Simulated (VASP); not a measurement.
# AlN (F-43m) in VASP: notebook, part 2 of 2

VASP 6.6.1. The steps go on from the part before.

### Step 5. Single point, r2SCAN50

This run uses another cell than the first one, of 10.42 Å³/atom.

POSCAR

```
AlN
1.0
    0.0000000000      2.1839935596      2.1839935596
    2.1839935596      0.0000000000      2.1839935596
    2.1839935596      2.1839935596      0.0000000000
Al N
1 1
Direct
    0.0000000000      0.0000000000      0.0000000000
    0.2500000000      0.2500000000      0.2500000000
```

INCAR.step1

```
SYSTEM = AlN
PREC = Accurate
ENCUT = 520
EDIFF = 1E-5
ISMEAR = -1
SIGMA = 0.05
LREAL = .FALSE.
LASPH = .TRUE.
NELM = 80
ALGO = Normal
ISIF = 2
LWAVE = .TRUE.
LCHARG = .FALSE.
GGA = PE
NBANDS = 11
```

INCAR.step2

```
SYSTEM = AlN
PREC = Accurate
ENCUT = 520
EDIFF = 1E-7
ISMEAR = -1
SIGMA = 0.05
LREAL = .FALSE.
LASPH = .TRUE.
NELM = 80
ALGO = Normal
ISIF = 2
LWAVE = .FALSE.
LCHARG = .FALSE.
METAGGA = R2SCAN
LHFCALC = .TRUE.
AEXX = 0.5
LMIXTAU = .TRUE.
PRECFOCK = Normal
ISTART = 1
NBANDS = 11
```

KPOINTS

```
Automatic mesh
0
G
  5 5 5
  0 0 0
```

Potentials or basis: VASP PAW PBE potentials, release 64 (Al, N).

Run with:

```console
cat potpaw_PBE.64/Al/POTCAR potpaw_PBE.64/N/POTCAR > POTCAR
cp INCAR.step1 INCAR
mpirun -np 1 vasp_std > vasp.out
cp INCAR.step2 INCAR
mpirun -np 1 vasp_std > vasp.out
```

OUTCAR:

```text
SYSTEM = AlN
   PREC = Accurate
   ENCUT = 520
   EDIFF = 1E-7
   ISMEAR = -1
   LREAL = .FALSE.
   LASPH = .TRUE.
   NELM = 80
   ISIF = 2
   METAGGA = R2SCAN
   LHFCALC = .TRUE.
   AEXX = 0.5
   PRECFOCK = Normal
   ISTART = 1

 ion  position               nearest neighbor table
   1  0.000  0.000  0.000-   2 1.89   2 1.89   2 1.89   2 1.89
   2  0.250  0.250  0.250-   1 1.89   1 1.89   1 1.89   1 1.89

  LATTYP: Found a face centered cubic cell.
 ALAT       =     4.3679871192

  Lattice vectors:

 A1 = (   0.0000000000,   2.1839935596,   2.1839935596)
 A2 = (   2.1839935596,   0.0000000000,   2.1839935596)
 A3 = (   2.1839935596,   2.1839935596,   0.0000000000)

Analysis of symmetry for initial positions (statically):
=====================================================================
 Subroutine PRICEL returns:
 Original cell was already a primitive cell.

 Routine SETGRP: Setting up the symmetry group for a
 face centered cubic supercell.

 Subroutine GETGRP returns: Found 24 space group operations
 (whereof 24 operations were pure point group operations)
 out of a pool of 48 trial point group operations.

The static configuration has the point symmetry T_d .

Analysis of symmetry for dynamics (positions and initial velocities):
=====================================================================
 Subroutine PRICEL returns:
 Original cell was already a primitive cell.

 Routine SETGRP: Setting up the symmetry group for a
 face centered cubic supercell.

 Subroutine GETGRP returns: Found 24 space group operations
 (whereof 24 operations were pure point group operations)
 out of a pool of 48 trial point group operations.

The dynamic configuration has the point symmetry T_d .

 Subroutine INISYM returns: Found 24 space group operations
 (whereof 24 operations are pure point group operations),
 and found     1 'primitive' translations

----------------------------------------------------------------------------------------

                                     Primitive cell

[... 110 lines left out ...]
   ENCUTFOCK=  -1.0 apply spherical cutoff to Coloumb kernel
   IVDW    =     0    specifies the selected vdW correction
   LEPSILON=     F    determine dielectric tensor
   LRPA    =     F    only Hartree local field effects (RPA)
 non-spin polarized calculation
  energy-cutoff  :      520.00
  volume of cell :       20.83
 maximum number of plane-waves:       568
  NGX = 18; NGY = 18; NGZ = 18

 number of electron       8.0000000 magnetization

 Free energy of the ion-electron system (eV)
  ---------------------------------------------------
  ext. energy  EPLUGINS =         0.00000000
  ---------------------------------------------------
  free energy    TOTEN  =       -24.03581200 eV

  energy without entropy =      -24.03581200  energy(sigma->0) =      -24.03581200

 E-fermi :   4.2595     XC(G=0):  -6.3811

 val. band max:        3.2333964374   @ k =   0.0000   0.0000   0.0000
 cond. band min:      11.4535781927   @ k =   0.4000   0.4000   0.0000
 fundamental gap:      8.2201817553
 Fermi energy:         4.2595457475

 k-point     1 :       0.0000    0.0000    0.0000
  band No.  band energies     occupation
      1     -14.9585      2.00000
      2       3.2334      2.00000
      3       3.2334      2.00000
      4       3.2334      2.00000
      5      11.8901      0.00000
      6      21.0307      0.00000
      7      21.0307      0.00000
      8      21.0307      0.00000
      9      26.6007      0.00000
     10      26.6007      0.00000
     11      28.0415      0.00000
[... 113 lines left out ...]
 k-point    10 :      -0.4000    0.4000    0.2000
  band No.  band energies     occupation
      1     -12.0886      2.00000
      2      -1.8850      2.00000
      3      -0.2355      2.00000
      4       1.0625      2.00000
      5      13.9734      0.00000
      6      19.0786      0.00000
      7      19.8728      0.00000
      8      22.4005      0.00000
      9      25.8014      0.00000
     10      28.3661      0.00000
     11      34.3149      0.00000

------------------------ aborting loop because EDIFF is reached ----------------------------------------

  FORCE on cell =-STRESS in cart. coord.  units (eV):
  Direction    XX          YY          ZZ          XY          YZ          ZX
  --------------------------------------------------------------------------------------
  -------------------------------------------------------------------------------------
  Total       -0.8385604     -0.8385604     -0.8385604      0.0000000      0.0000000     -0.0000000
  in kB      -64.4853205    -64.4853205    -64.4853205      0.0000000      0.0000000     -0.0000000
  external PRESSURE =     -64.4853205 kB  Pullay stress =       0.0000000 kB

 VOLUME and BASIS-vectors are now :
 -----------------------------------------------------------------------------
  energy-cutoff  :      520.00
  volume of cell :       20.83
      direct lattice vectors                 reciprocal lattice vectors
     0.000000000  2.183993560  2.183993560    -0.228938404  0.228938404  0.228938404
     2.183993560  0.000000000  2.183993560     0.228938404 -0.228938404  0.228938404
     2.183993560  2.183993560  0.000000000     0.228938404  0.228938404 -0.228938404

 POSITION                                       TOTAL-FORCE (eV/Angst)
 -----------------------------------------------------------------------------------
      0.00000      0.00000      0.00000         0.000000      0.000000      0.000000
      1.09200      1.09200      1.09200        -0.000000     -0.000000     -0.000000
 -----------------------------------------------------------------------------------
    total drift:                                0.000001      0.000001      0.000001

  FREE ENERGIE OF THE ION-ELECTRON SYSTEM (eV)
  ---------------------------------------------------
  free  energy   TOTEN  =       -24.0358119956 eV

  energy  without entropy=      -24.0358119956  energy(sigma->0) =      -24.03581200
```

OUTCAR.step1:

```text
SYSTEM = AlN
   PREC = Accurate
   ENCUT = 520
   EDIFF = 1E-5
   ISMEAR = -1
   LREAL = .FALSE.
[... 344 lines left out ...]
      0.00000      0.00000      0.00000         0.000000      0.000000      0.000000
      1.09200      1.09200      1.09200        -0.000000     -0.000000     -0.000000
 -----------------------------------------------------------------------------------
    total drift:                                0.000000      0.000000      0.000000

  FREE ENERGIE OF THE ION-ELECTRON SYSTEM (eV)
  ---------------------------------------------------
  free  energy   TOTEN  =       -14.8327109674 eV

  energy  without entropy=      -14.8327109674  energy(sigma->0) =      -14.83271097
```

Run time: 6.1 min. Hardware: 1 thread of AMD EPYC 7R43 (Zen 3), shared host; peak memory 0.11 GiB.

Results:

```
Free energy            : -24.0358 eV
Pressure               : -6.4 GPa
Band gap on the k mesh : 8.22 eV (least direct gap 8.66 eV)
```

Levels at points of the mesh, in eV from the valence-band top:
```tsv
k point	band 2	band 3	band 4	band 5	band 6	band 7
(0.00, 0.00, 0.00)	0.00	0.00	0.00	8.66	17.80	17.80
```

Caveat: the k points lie up to 0.50 Å⁻¹ apart; the PAW data sets were made with another functional, which shifts forces and pressure a little; an odd mesh through Γ misses points on the zone boundary, where band edges can lie.

### Step 6. Single point, b88 exchange, pbe correlation

This run uses another cell than the first one, of 9.79 Å³/atom.

INCAR

```
PREC     = Accurate       # precision mode
ENCUT    = 600            # plane-wave cutoff, eV
EDIFF    = 1E-6           # SCF threshold, eV
ISMEAR   = -1             # smearing method
SIGMA    = 0.05           # smearing width, eV
LREAL    = F              # projectors in reciprocal space
LASPH    = T              # aspherical terms in the spheres
NELM     = 120            # most SCF steps
ALGO     = Normal         # electronic algorithm
ISIF     = 2              # what is computed and relaxed
LWAVE    = F              # write WAVECAR
LCHARG   = F              # write CHGCAR
GGA      = LIBXC          # functional
LIBXC1   = GGA_X_B88    
LIBXC2   = GGA_C_PBE    
NBANDS   = 11             # bands
GGA_COMPAT= F
```

KPOINTS

```
regular mesh
0
Gamma
  10 10 10
```

POSCAR

```
AlN
1.0
    0.0000000000      2.1394097525      2.1394097525
    2.1394097525      0.0000000000      2.1394097525
    2.1394097525      2.1394097525      0.0000000000
Al N
1 1
Direct
    0.0000000000      0.0000000000      0.0000000000
    0.2500000000      0.2500000000      0.2500000000
```

Potentials or basis: VASP PAW PBE potentials, release 64 (Al, N).

Run with:

```console
cat potpaw_PBE.64/Al/POTCAR potpaw_PBE.64/N/POTCAR > POTCAR
mpirun -np 1 vasp_std > vasp.out
```

OUTCAR:

```text
PREC = Accurate
   ENCUT = 600
   EDIFF = 1E-6
   ISMEAR = -1
   LREAL = F
   LASPH = T
   NELM = 120
   ISIF = 2
   GGA = LIBXC

 ion  position               nearest neighbor table
   1  0.000  0.000  0.000-   2 1.85   2 1.85   2 1.85   2 1.85
   2  0.250  0.250  0.250-   1 1.85   1 1.85   1 1.85   1 1.85

  LATTYP: Found a face centered cubic cell.
 ALAT       =     4.2788195050

  Lattice vectors:

 A1 = (   0.0000000000,   2.1394097525,   2.1394097525)
 A2 = (   2.1394097525,   0.0000000000,   2.1394097525)
 A3 = (   2.1394097525,   2.1394097525,   0.0000000000)
[... 511 lines left out ...]
      7      19.5838      0.00000
      8      21.8326      0.00000
      9      22.3955      0.00000
     10      28.5735      0.00000
     11      31.1805      0.00000

 [... further k-points ...]
[... 5 lines left out ...]
  --------------------------------------------------------------------------------------
  -------------------------------------------------------------------------------------
  Total        2.3575130      2.3575130      2.3575130      0.0000000      0.0000000     -0.0000000
  in kB      192.8647140    192.8647140    192.8647140      0.0000000      0.0000000     -0.0000000
  external PRESSURE =     192.8647140 kB  Pullay stress =       0.0000000 kB

 VOLUME and BASIS-vectors are now :
 -----------------------------------------------------------------------------
  energy-cutoff  :      600.00
  volume of cell :       19.58
      direct lattice vectors                 reciprocal lattice vectors
     0.000000000  2.139409753  2.139409753    -0.233709321  0.233709321  0.233709321
     2.139409753  0.000000000  2.139409753     0.233709321 -0.233709321  0.233709321
     2.139409753  2.139409753  0.000000000     0.233709321  0.233709321 -0.233709321

 POSITION                                       TOTAL-FORCE (eV/Angst)
 -----------------------------------------------------------------------------------
      0.00000      0.00000      0.00000         0.000000      0.000000      0.000000
      1.06970      1.06970      1.06970        -0.000000     -0.000000     -0.000000
 -----------------------------------------------------------------------------------
    total drift:                                0.000000      0.000000      0.000000

  FREE ENERGIE OF THE ION-ELECTRON SYSTEM (eV)
  ---------------------------------------------------
  free  energy   TOTEN  =       -14.5841345321 eV

  energy  without entropy=      -14.5841345321  energy(sigma->0) =      -14.58413453
```

stdout:

```text
POSCAR found type information on POSCAR AlN
 POSCAR found :  2 types and       2 ions
 scaLAPACK will be used
 -----------------------------------------------------------------------------
|                                                                             |
|                                                                             |
|     You enforced a specific xc type in the INCAR file but a different       |
|     I HOPE YOU KNOW WHAT YOU ARE DOING!                                     |
|                                                                             |
 -----------------------------------------------------------------------------

 LDA part: xc-table for (None,None), standard interpolation
 POSCAR, INCAR and KPOINTS ok, starting setup
 FFT: planning ... GRIDC
 FFT: planning ... GRID_SOFT
 FFT: planning ... GRID
 WAVECAR not read
 entering main loop
```

Wall time 15 s (1 thread of AMD EPYC 7R43 (Zen 3), shared host); peak memory 0.1 GiB.

What came out:

| Property | Result |
| --- | --- |
| Free energy | -14.5841 eV |
| Pressure | 19.3 GPa |
| Band gap on the k mesh | 3.37 eV (least direct gap 4.77 eV) |

Caveat: the cell stands under pressure; the PAW data sets were made with another functional, which shifts forces and pressure a little.

### Step 7. The runs side by side

```tsv
level	cell	k mesh	cutoff (eV)	grid for exact exchange (PRECFOCK)	share of exact exchange	gap on the mesh (eV)	pressure (GPa)
B3LYP	a = 3.109 Å, angles 60.0°, 2 atoms	5 × 5 × 5	520	Normal	0.2	5.83	-1.0
B3LYP	a = 3.129 Å, angles 60.0°, 2 atoms	5 × 5 × 5	520	Normal	0.2	5.80	-4.8
B3LYP	a = 3.149 Å, angles 60.0°, 2 atoms	5 × 5 × 5	520	Normal	0.2	5.63	-8.2
r2SCAN50	a = 3.089 Å, angles 60.0°, 2 atoms	5 × 5 × 5	520	Normal	0.5	8.22	-6.4
b88 exchange, pbe correlation	a = 3.026 Å, angles 60.0°, 2 atoms	10 × 10 × 10	600	-	-	3.37	19.3
```

Alike in all rows: task single point; potentials or basis VASP PAW PBE potentials, release 64 (Al, N); no spin polarisation; smearing fermi-dirac 0.05 eV.

Caveats: some runs use coarse meshes; the PAW data sets were made with another functional, which shifts forces and pressure a little; an odd mesh through Γ misses points on the zone boundary, where band edges can lie (at least some runs); the cell stands under pressure (at least some runs).

Total energies depend on the potentials used, so only differences within one code and one set of settings carry meaning.
